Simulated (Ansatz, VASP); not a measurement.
ZrTa3N4 in VASP and in Ansatz

```
Zr Ta N
1.0
     3.14455    0.00000    0.00000
     0.00000    4.48448    0.00000
     0.00000    0.00000    6.28905
Zr Ta N
1 3 4
Direct
  0.00000 0.00000 0.00000
  0.50000 0.50000 0.25557
  0.00000 0.00000 0.50000
  0.50000 0.50000 0.74443
  0.00000 0.50000 0.50000
  0.50000 0.00000 0.74175
  0.00000 0.50000 0.00000
  0.50000 0.00000 0.25825
```

Change from the starting cell: species swapped into the Sm3DyS4 type (Pmmm, No. 47).

Alike in both runs: functional PBE; k mesh 4 × 3 × 2; occupations gaussian, width 0.15 eV; no spin polarisation.

Ansatz relaxed the structure, and its values are those at the end. VASP's run is a single point on that final structure, the one shown.

|  | VASP | Ansatz |
| --- | --- | --- |
| version | VASP 6.6.1 | Ansatz 0.2.0 |
| potentials or method | VASP PAW PBE potentials, release 64 (Zr_sv, Ta_pv, N), cutoff 520 eV | scalar-relativistic, plane waves, PAW |
| valence electrons in the cell | 65 | 71 |

Ansatz gave:

```
gap on the k mesh at the Fermi level (eV) : none
pressure (GPa)                            : -0.4
rms of the force components (eV/Å)        : 0.020
```

What did VASP give for the same quantities?

gap on the k mesh at the Fermi level (eV): none; pressure (GPa): 0.2; rms of the force components (eV/Å): 0.026.

A gap of «none» marks a metal or a gap that the smearing closes. The functional is the same, so the differences come from potentials, cutoffs and numerics. VASP's potentials hold 65 valence electrons a cell and Ansatz's 71, so a difference there can come from the potentials and not from the codes.

The k mesh is coarse, so the values compare programs but aren't converged. Neither program's run includes spin-orbit coupling.
